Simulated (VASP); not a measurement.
# W3C in VASP: notebook, part 2 of 2

VASP 6.6.1. The steps go on from the part before.

### 3 Single point, PBE

Contents of INCAR:

```
ALGO     = Normal         # electronic algorithm
DIPOL    = 0.5 0.5 0.357
EDIFF    = 1E-6           # SCF threshold, eV
ENCUT    = 520            # plane-wave cutoff, eV
GGA      = PE             # functional
IDIPOL   = 3            
ISIF     = 2              # what is computed and relaxed
ISMEAR   = 0              # smearing method
LASPH    = T              # aspherical terms in the spheres
LCHARG   = F              # write CHGCAR
LDIPOL   = T            
LREAL    = F              # projectors in reciprocal space
LWAVE    = F              # write WAVECAR
NBANDS   = 31             # bands
NELM     = 100            # most SCF steps
PREC     = Accurate       # precision mode
SIGMA    = 0.1            # smearing width, eV
```

Contents of KPOINTS:

```
k-points
0
Gamma
  9 9 1
```

Contents of POSCAR:

```
W3C
1.0
    2.8547213223      0.0000000000      0.0000000000
   -1.4273606611      2.4722611858      0.0000000000
    0.0000000000      0.0000000000     20.1973423164
W C
3 1
Direct
    0.6666666667      0.3333333333      0.1980458586
    0.3333333333      0.6666666667      0.3143385340
    0.0000000000      0.0000000000      0.4306181566
    0.3333333333      0.6666666667      0.4844817866
```

Potentials or basis: VASP PAW PBE potentials, release 64 (W_sv, C).

The run is started by

```bash
$ cat potpaw_PBE.64/W_sv/POTCAR potpaw_PBE.64/C/POTCAR > POTCAR
$ mpirun -np 1 vasp_std > vasp.out
```

OUTCAR:

```text
EDIFF = 1E-6
   ENCUT = 520
   GGA = PE
   ISIF = 2
   ISMEAR = 0
   LASPH = T
   LREAL = F
   NELM = 100
   PREC = Accurate

 ion  position               nearest neighbor table
   1  0.667  0.333  0.198-   2 2.87   2 2.87   2 2.87
   2  0.333  0.667  0.314-   3 2.87   3 2.87   3 2.87   1 2.87   1 2.87   1 2.87
   3  0.000  0.000  0.431-   4 1.97   4 1.97   4 1.97   2 2.87   2 2.87   2 2.87
   4  0.333  0.667  0.484-   3 1.97   3 1.97   3 1.97

  LATTYP: Found a hexagonal cell.
 ALAT       =     2.8547213223
 C/A-ratio  =     7.0750661925

  Lattice vectors:

 A1 = (   2.8547213223,   0.0000000000,   0.0000000000)
 A2 = (  -1.4273606611,   2.4722611858,   0.0000000000)
 A3 = (   0.0000000000,   0.0000000000,  20.1973423164)

Analysis of symmetry for initial positions (statically):
=====================================================================
 Subroutine PRICEL returns:
 Original cell was already a primitive cell.

 Routine SETGRP: Setting up the symmetry group for a
 hexagonal supercell.

 Subroutine GETGRP returns: Found  6 space group operations
 (whereof  6 operations were pure point group operations)
 out of a pool of 24 trial point group operations.

The static configuration has the point symmetry C_3v.

Analysis of symmetry for dynamics (positions and initial velocities):
=====================================================================
 Subroutine PRICEL returns:
 Original cell was already a primitive cell.

 Routine SETGRP: Setting up the symmetry group for a
 hexagonal supercell.

 Subroutine GETGRP returns: Found  6 space group operations
 (whereof  6 operations were pure point group operations)
 out of a pool of 24 trial point group operations.

The dynamic configuration has the point symmetry C_3v.

 Subroutine INISYM returns: Found  6 space group operations
 (whereof  6 operations are pure point group operations),
 and found     1 'primitive' translations

----------------------------------------------------------------------------------------

                                     Primitive cell

  volume of cell :     142.5451

  direct lattice vectors                    reciprocal lattice vectors
     2.854721322  0.000000000  0.000000000     0.350296890  0.202244004  0.000000000
    -1.427360661  2.472261186  0.000000000     0.000000000  0.404488007  0.000000000
     0.000000000  0.000000000 20.197342316     0.000000000  0.000000000  0.049511465

  length of vectors
     2.854721322  2.854721322 20.197342316     0.404488007  0.404488007  0.049511465

  position of ions in fractional coordinates (direct lattice)
     0.666666667  0.333333333  0.198045859
     0.333333333  0.666666667  0.314338534
     0.000000000  0.000000000  0.430618157
     0.333333333  0.666666667  0.484481787

  ion indices of the primitive-cell ions
   primitive index   ion index
                 1           1
                 2           2
                 3           3
                 4           4

----------------------------------------------------------------------------------------

 KPOINTS: k-points

Automatic generation of k-mesh.
 Grid dimensions read from file:
 generate k-points for:    9    9    1

[... 20 lines left out ...]
  0.000000  0.000000  0.000000      1.000000
  0.111111 -0.000000  0.000000      6.000000
  0.222222 -0.000000  0.000000      6.000000
  0.333333  0.000000  0.000000      6.000000
  0.444444 -0.000000  0.000000      6.000000
  0.111111  0.111111  0.000000      6.000000
  0.222222  0.111111  0.000000     12.000000
  0.333333  0.111111  0.000000     12.000000
  0.444444  0.111111  0.000000      6.000000
  0.222222  0.222222  0.000000      6.000000
  0.333333  0.222222  0.000000     12.000000
  0.333333  0.333333  0.000000      2.000000
   k-points           NKPTS =     12   k-points in BZ     NKDIM =     12   number of bands    NBANDS=     31
   number of dos      NEDOS =    301   number of ions     NIONS =      4
   total plane-waves  NPLWV =  86400
   dimension x,y,z NGX =    24 NGY =   24 NGZ =  150
   dimension x,y,z NGXF=    48 NGYF=   48 NGZF=  300
   ions per type =               3   1
   NGX,Y,Z   is equivalent  to a cutoff of  13.98, 13.98, 12.35 a.u.
   NGXF,Y,Z  is equivalent  to a cutoff of  27.95, 27.95, 24.69 a.u.
 SYSTEM =  unknown system
   PREC   = accura    normal or accurate (medium, high low for compatibility)
   ISTART =      0    job   : 0-new  1-cont  2-samecut
   ICHARG =      2    charge: 1-file 2-atom 10-const
   ISPIN  =      1    spin polarized calculation?
   LNONCOLLINEAR =      F non collinear calculations
   LSORBIT =      F    spin-orbit coupling
   LASPH  =      T    aspherical Exc in radial PAW
   ENCUT  =  520.0 eV  38.22 Ry    6.18 a.u.   5.31  5.31 37.55*2*pi/ulx,y,z
   NELM   =    100;   NELMIN=  2; NELMDL= -5     # of ELM steps
   EDIFF  = 0.1E-05   stopping-criterion for ELM
   LREAL  =      F    real-space projection
[... 7 lines left out ...]
   TEBEG  =    0.0;   TEEND  =   0.0 temperature during run
   PSTRESS=    0.0 pullay stress
   NELECT =      46.0000    total number of electrons
   NUPDOWN=      -1.0000    fix difference up-down
   EMIN   =  10.00;   EMAX   =-10.00  energy-range for DOS
   EFERMI =   0.00;   METHOD = LEGACY
   ISMEAR =     0;   SIGMA  =   0.10  broadening in eV -4-tet -1-fermi 0-gaus
   EFERMI_NEDOS =   21; number of points for ismear=-14 and -15
   IALGO  =     38    algorithm
   IMIX   =      4    mixing-type and parameters
     AMIX     =   0.40;   BMIX     =  1.00
     AMIX_MAG =   1.60;   BMIX_MAG =  1.00
  volume/ion in A,a.u.               =      35.64       240.49
  Fermi-wavevector in a.u.,A,eV,Ry     =   1.122906  2.121984 17.155825  1.260918
  Thomas-Fermi vector in A             =   2.259569
   LORBIT       =      0    0 simple, 1 ext, 2 COOP (PROOUT), +10 PAW based schemes
   GGA     = PE    functional components
   LHFCALC =     F    Hartree Fock is set to
   AEXX    =    0.0000 exact exchange contribution
   IVDW    =     0    specifies the selected vdW correction
   LEPSILON=     F    determine dielectric tensor
   LRPA    =     F    only Hartree local field effects (RPA)
 non-spin polarized calculation
 Gauss-broadening in eV      SIGMA  =   0.10
  energy-cutoff  :      520.00
  volume of cell :      142.55
 maximum number of plane-waves:      3867
 NGX is ok and might be reduce to    24
   NGX = 11   NGY = 11   NGZ = 75

 dipolmoment           0.000000      0.000000     -0.152011 electrons x Angstroem

 number of electron      46.0000000 magnetization

 dipolmoment           0.000000      0.000000      0.032494 electrons x Angstroem

 Free energy of the ion-electron system (eV)
  ---------------------------------------------------
  ext. energy  EPLUGINS =         0.00000000
  ---------------------------------------------------
  free energy    TOTEN  =       -43.46085887 eV

  energy without entropy =      -43.43898767  energy(sigma->0) =      -43.44992327

 E-fermi :   0.5777     XC(G=0):  -6.0530

 val. band max:        0.5342751889   @ k =   0.2222   0.2222   0.0000
 cond. band min:       0.6083895851   @ k =   0.3333   0.2222   0.0000
 fundamental gap:      0.0741143962
 Fermi energy:         0.5776560489

 k-point     1 :       0.0000    0.0000    0.0000
  band No.  band energies     occupation
      1     -73.2328      2.00000
      2     -73.1730      2.00000
      3     -73.0958      2.00000
      4     -37.8749      2.00000
      5     -37.4890      2.00000
      6     -37.0890      2.00000
[... 397 lines left out ...]
     30       6.0214      0.00000
     31       7.8849      0.00000

------------------------ aborting loop because EDIFF is reached ----------------------------------------

 vacuum level on the upper side and lower side of the slab       (xc-potential included)         0.199        -0.650

  FORCE on cell =-STRESS in cart. coord.  units (eV):
  Direction    XX          YY          ZZ          XY          YZ          ZX
  --------------------------------------------------------------------------------------
  -------------------------------------------------------------------------------------
  Total        2.6589451      2.6589451      3.1921841      0.0000000      0.0000000      0.0000000
  in kB       29.8859910     29.8859910     35.8794858      0.0000000      0.0000000      0.0000000
  external PRESSURE =      31.8838226 kB  Pullay stress =       0.0000000 kB

 VOLUME and BASIS-vectors are now :
 -----------------------------------------------------------------------------
  energy-cutoff  :      520.00
  volume of cell :      142.55
      direct lattice vectors                 reciprocal lattice vectors
     2.854721322  0.000000000  0.000000000     0.350296890  0.202244004  0.000000000
    -1.427360661  2.472261186  0.000000000     0.000000000  0.404488007  0.000000000
     0.000000000  0.000000000 20.197342316     0.000000000  0.000000000  0.049511465

 POSITION                                       TOTAL-FORCE (eV/Angst)
 -----------------------------------------------------------------------------------
      1.42736      0.82409      4.00000         0.000000     -0.000000     -0.105054
     -0.00000      1.64817      6.34880         0.000000      0.000000     -1.118794
      0.00000      0.00000      8.69734        -0.000000      0.000000      1.124270
     -0.00000      1.64817      9.78524        -0.000000     -0.000000      0.099579
 -----------------------------------------------------------------------------------
    total drift:                                0.000000     -0.000000      0.000294

  FREE ENERGIE OF THE ION-ELECTRON SYSTEM (eV)
  ---------------------------------------------------
  free  energy   TOTEN  =       -43.4608588722 eV

  energy  without entropy=      -43.4389876677  energy(sigma->0) =      -43.44992327

 vacuum level on the upper side and lower side of the slab         6.414         5.520
```

Run time: 3.7 min. Hardware: 1 thread of Intel Xeon 8259CL, shared host; peak memory 0.29 GiB.

What came out:

| Property | Result |
| --- | --- |
| Free energy | -43.4609 eV |
| Largest force | 1.124 eV/Å |
| Band gap on the k mesh | zero (bands 23 and 24 overlap by 0.44 eV) |

Forces on the atoms (eV/Å):
```
W    0.000  0.000 -0.105
W    0.000  0.000 -1.119
W    0.000  0.000  1.124
C    0.000  0.000  0.100
```

Caveat: spin-orbit coupling is left out, which moves the levels of the heavy elements.

### 4 Single point, PBE

Contents of INCAR:

```
SYSTEM = W3C
  ALGO = Normal
  DIPOL = 0.5 0.5 0.357
  EDIFF = 1E-6
  ENCUT = 520
  GGA = PE
  IDIPOL = 3
  ISIF = 2
  ISMEAR = 0
  LASPH = .TRUE.
  LCHARG = .TRUE.
  LDIPOL = .TRUE.
  LELF = .TRUE.
  LREAL = .FALSE.
  LVACPOTAV = .TRUE.
  LVHAR = .TRUE.
  LWAVE = .FALSE.
  NBANDS = 31
  NELM = 60
  PREC = Accurate
  SIGMA = 0.1
```

Contents of KPOINTS:

```
k-points
0
G
  9 9 1
  0 0 0
```

Changes to POSCAR since step 3:

```diff
@@ -11,2 +11,2 @@
     0.0000000000      0.0000000000      0.4306181566
-    0.3333333333      0.6666666667      0.4844817866
+    0.6666666667      0.3333333333      0.4851497424
```

The run is started by

```bash
$ cat potpaw_PBE.64/W_sv/POTCAR potpaw_PBE.64/C/POTCAR > POTCAR
$ mpirun -np 1 vasp_std > vasp.out
```

Wall time 3.8 min (1 thread of Intel Xeon 8259CL, shared host); peak memory 0.29 GiB.

Results (log left out):

```
Free energy            : -43.5818 eV
Largest force          : 0.589 eV/Å
Band gap on the k mesh : zero (bands 23 and 24 overlap by 1.05 eV)
```

Forces on the atoms (eV/Å):
```
W    0.000  0.000 -0.178
W    0.000  0.000 -0.522
W    0.000  0.000  0.589
C    0.000  0.000  0.111
```

Levels at points of the mesh, in eV from the Fermi level:
| k point | band 20 | band 21 | band 22 | band 23 | band 24 | band 25 | band 26 | band 27 |
| --- | --- | --- | --- | --- | --- | --- | --- | --- |
| (0.00, 0.00, 0.00) | -1.17 | -0.50 | -0.50 | -0.03 | -0.03 | 0.20 | 1.64 | 1.64 |

Caveat: spin-orbit coupling is left out, which moves the levels of the heavy elements.

### 5 The runs side by side

| cell | gap on the mesh (eV) | largest force (eV/Å) |
| --- | --- | --- |
| as given, atomic positions A | none | 0.22 |
| as given, atomic positions B | none | 1.12 |
| as given, atomic positions C | none | 0.59 |

Alike in all rows: task single point; level PBE; potentials or basis VASP PAW PBE potentials, release 64 (W_sv, C); no spin polarisation; k mesh 9 × 9 × 1; cutoff (eV) 520; smearing gaussian 0.1 eV.

Caveats: spin-orbit coupling is left out, which moves the levels of the heavy elements.

Total energies depend on the potentials used, so only differences within one code and one set of settings carry meaning.

The gap in the log of VASP goes by the Fermi energy; the results here count the filled bands.